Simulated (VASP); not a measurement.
# Ir (Pm-3m) in VASP: notebook, part 2 of 2

VASP 6.6.1. Earlier steps stand in the parts before.

## 5. Relaxation of cell and atoms, PBE, target pressure 60 GPa, at which the enthalpy is minimised

The input, INCAR:

```
  ALGO = Normal
  EDIFF = 1E-6
  EDIFFG = -0.02
  ENCUT = 600
  GGA = PE
  IBRION = 2
  ISIF = 3
  ISMEAR = -1
  LASPH = True
  LCHARG = False
  LREAL = False
  LWAVE = False
  NELM = 80
  NSW = 80
  PREC = Accurate
  PSTRESS = 600.0
  SIGMA = 0.05
```

The input, KPOINTS:

```
k-points
0
Gamma
  10 10 10
```

The input, POSCAR:

```
Ir
1.0
    2.4900000000      0.0000000000      0.0000000000
    0.0000000000      2.4900000000      0.0000000000
    0.0000000000      0.0000000000      2.4900000000
Ir
1
Direct
    0.0000000000      0.0000000000      0.0000000000
```

Potentials or basis: VASP PAW PBE potentials, release 64 (Ir).

Command:

```sh
> cat potpaw_PBE.64/Ir/POTCAR > POTCAR
> mpirun -np 1 vasp_std > vasp.out
```

OUTCAR:

```text
EDIFF = 1E-6
   EDIFFG = -0.02
   ENCUT = 600
   GGA = PE
   IBRION = 2
   ISIF = 3
   ISMEAR = -1
   LASPH = True
   LREAL = False
   NELM = 80
   NSW = 80
   PREC = Accurate
   PSTRESS = 600.0

 ion  position               nearest neighbor table
   1  0.000  0.000  0.000-

  LATTYP: Found a simple cubic cell.
 ALAT       =     2.4900000000

  Lattice vectors:

 A1 = (   2.4900000000,   0.0000000000,   0.0000000000)
 A2 = (   0.0000000000,   2.4900000000,   0.0000000000)
 A3 = (   0.0000000000,   0.0000000000,   2.4900000000)

Analysis of symmetry for initial positions (statically):
=====================================================================
 Subroutine PRICEL returns:
 Original cell was already a primitive cell.

 Routine SETGRP: Setting up the symmetry group for a
 simple cubic supercell.

 Subroutine GETGRP returns: Found 48 space group operations
 (whereof 48 operations were pure point group operations)
 out of a pool of 48 trial point group operations.

The static configuration has the point symmetry O_h .

Analysis of symmetry for dynamics (positions and initial velocities):
=====================================================================
 Subroutine PRICEL returns:
 Original cell was already a primitive cell.

[... 158 lines left out ...]
  FORCE on cell =-STRESS in cart. coord.  units (eV):
  Direction    XX          YY          ZZ          XY          YZ          ZX
  --------------------------------------------------------------------------------------
  -------------------------------------------------------------------------------------
  Total        2.9664271      2.9664271      2.9664271      0.0000000      0.0000000      0.0000000
  in kB      307.8550031    307.8550031    307.8550031      0.0000000      0.0000000      0.0000000
  external PRESSURE =    -292.1449969 kB  Pullay stress =     600.0000000 kB
[... 24 lines left out ...]
--------------------------------------- Ionic step        2  -------------------------------------------

 number of electron       8.9999999 magnetization

 E-fermi :  17.4866     XC(G=0): -15.9558

 val. band max:       17.4287970956   @ k =   0.5000   0.4000   0.3000
 cond. band min:      17.5422659269   @ k =   0.3000   0.2000   0.1000
 fundamental gap:      0.1134688312
 Fermi energy:        17.4865930245

 k-point     1 :       0.0000    0.0000    0.0000
  band No.  band energies     occupation
      1       2.8557      2.00000
      2       5.2103      2.00000
      3       5.2103      2.00000
      4      20.5716      0.00000
      5      20.5716      0.00000
      6      20.5716      0.00000
      7      36.7843      0.00000
      8      36.7843      0.00000
[... 363 lines left out ...]
--------------------------------------- Ionic step        5  -------------------------------------------

 number of electron       9.0000000 magnetization

 Free energy of the ion-electron system (eV)
  ---------------------------------------------------
  ext. energy  EPLUGINS =         0.00000000
  ---------------------------------------------------
  free energy    TOTEN  =        -7.47192055 eV

  energy without entropy =       -7.46407504  energy(sigma->0) =       -7.46799779

 E-fermi :   9.8353     XC(G=0): -13.6747

 val. band max:        9.7668721051   @ k =   0.2000   0.2000   0.1000
 cond. band min:       9.8863729770   @ k =   0.3000   0.3000   0.1000
 fundamental gap:      0.1195008719
 Fermi energy:         9.8353009379

 k-point     1 :       0.0000    0.0000    0.0000
  band No.  band energies     occupation
      1      -0.6746      2.00000
      2       2.5168      2.00000
      3       2.5168      2.00000
      4      11.6335      0.00000
      5      11.6335      0.00000
      6      11.6335      0.00000
      7      26.5786      0.00000
      8      26.5786      0.00000
[... 285 lines left out ...]
  energy  without entropy=       -7.4640750375  energy(sigma->0) =       -7.46799779

  enthalpy is  TOTEN    =        -2.0533219686 eV   P V=        5.4185985818

 reached required accuracy - stopping structural energy minimisation
```

OSZICAR:

```text
N       E                     dE             d eps       ncg     rms          rms(c)
DAV:   1     0.500966153186E+02    0.50097E+02   -0.48644E+03   896   0.115E+03
[... 38 lines left out ...]
   4 F= -.20528982E+01 E0= -.20489329E+01  d E =-.928879E-01
       N       E                     dE             d eps       ncg     rms          rms(c)
DAV:   1    -0.747277509449E+01    0.22139E-01   -0.34543E-02   920   0.314E+00    0.358E-01
DAV:   2    -0.747200435252E+01    0.77074E-03   -0.19066E-03  1008   0.615E-01    0.119E-01
DAV:   3    -0.747191710027E+01    0.87252E-04   -0.40515E-04  1104   0.261E-01    0.255E-02
DAV:   4    -0.747192043959E+01   -0.33393E-05   -0.10336E-05  1000   0.316E-02    0.262E-03
DAV:   5    -0.747192055047E+01   -0.11088E-06   -0.16072E-07   520   0.388E-03
   5 F= -.20533220E+01 E0= -.20493992E+01  d E =-.933116E-01
```

It took 10 s on 1 thread of Intel Xeon 6975P-C (Granite Rapids), shared host; peak memory 0.14 GiB.

Results:

```
Free energy                                            : -7.4719 eV
Relaxed volume                                         : 14.47 Å³/atom
Relaxed cell                                           : a = 2.437 Å, b = 2.437 Å, c = 2.437 Å, α = 90.00°, β = 90.00°, γ = 90.00°
Space group after relaxing (to 0.05 Å)                 : Pm-3m (No. 221)
Energy change on relaxing (the enthalpy is what falls) : +269.6 meV/atom
Ionic steps                                            : 5
Pressure after relaxing                                : 60.0 GPa
```

The path:
```tsv
step	energy change (eV)	largest force (eV/Å)	pressure (GPa)	volume (Å³)
1	0.0000	0.0000	30.79	15.44
2	6.1201	0.0000	462.42	9.96
3	0.2063	0.0000	53.87	14.65
4	0.2466	0.0000	57.82	14.53
5	0.2696	0.0000	60.03	14.47
```

Final structure:
```
Ir
1.0
     2.43678    0.00000    0.00000
     0.00000    2.43678    0.00000
     0.00000    0.00000    2.43678
Ir
1
Direct
  0.00000 0.00000 0.00000
```

Caveat: the cell is relaxed towards a set pressure, so the enthalpy falls and the energy may rise; spin-orbit coupling is left out, which moves the levels of the heavy elements.

## 6. Overview

```csv
cell,gap on the mesh (eV),pressure (GPa)
relaxed,none,0.0
relaxed to 20 GPa,none,19.9
relaxed to 40 GPa,none,39.9
relaxed to 60 GPa,none,60.0
```

Alike in all rows: task relaxation of cell and atoms; level PBE; potentials or basis VASP PAW PBE potentials, release 64 (Ir); no spin polarisation; k mesh 10 × 10 × 10; cutoff (eV) 600; smearing fermi-dirac 0.05 eV.

Caveats: spin-orbit coupling is left out, which moves the levels of the heavy elements; the cell is relaxed towards a set pressure, so the enthalpy falls and the energy may rise (some runs).

Absolute energies hang on the potentials; compare differences alone.
